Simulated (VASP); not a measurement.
A run of VASP 6.6.1 is set up as follows.

The input POSCAR:

```
TaO
1.0
    3.0483101199      0.0000028700      0.0000000000
   -1.5241575454      2.6399125674      0.0000000000
    0.0000000000      0.0000000000      3.8193070908
Ta O
1 1
Direct
    0.0000000000      0.0000000000      0.5000000000
    0.0000000000      0.0000000000      0.0000000000
```

INCAR.step1

```
SYSTEM = TaO
PREC = Accurate
ENCUT = 520
EDIFF = 1E-5
ISMEAR = -1
SIGMA = 0.05
LREAL = .False.
LASPH = .True.
NELM = 60
ALGO = Normal
ISIF = 2
LWAVE = .True.
GGA = PE
NBANDS = 16
```

INCAR.step2

```
SYSTEM = TaO
PREC = Accurate
ENCUT = 520
EDIFF = 1E-7
ISMEAR = -1
SIGMA = 0.05
LREAL = .False.
LASPH = .True.
NELM = 60
ALGO = Normal
ISIF = 2
LWAVE = .False.
LCHARG = .True.
GGA = PE
LHFCALC = .True.
HFSCREEN = 0.2079
PRECFOCK = Normal
LELF = .True.
LVHAR = .True.
ISTART = 1
NBANDS = 16
```

KPOINTS

```
Automatic mesh
0
Gamma
  5 5 4
  0 0 0
```

Potentials or basis: VASP PAW PBE potentials, release 64 (Ta_pv, O).

The run is started by

```bash
$ cat potpaw_PBE.64/Ta_pv/POTCAR potpaw_PBE.64/O/POTCAR > POTCAR
$ cp INCAR.step1 INCAR
$ mpirun -np 1 vasp_std > vasp.out
$ cp INCAR.step2 INCAR
$ mpirun -np 1 vasp_std > vasp.out
```

**Question.** Estimate the pressure.

**Answer.** -0.2 GPa.

**Question.** Estimate the band gap on the k mesh.

**Answer.** Zero (an odd number of electrons rules out a gap without spin polarisation).

Stress tensor (GPa, compression positive):
```
-0.64  0.00  0.00
 0.00 -0.64  0.00
 0.00  0.00  0.58
```

Caveat: the k points lie up to 0.48 Å⁻¹ apart, too coarse for converged energies and pressures of a metal; the PAW data sets were made with another functional, which shifts forces and pressure a little; spin-orbit coupling is left out, which moves the levels of the heavy elements; an odd number of electrons without spin polarisation forces a metal; a magnetic or distorted state may lie lower.
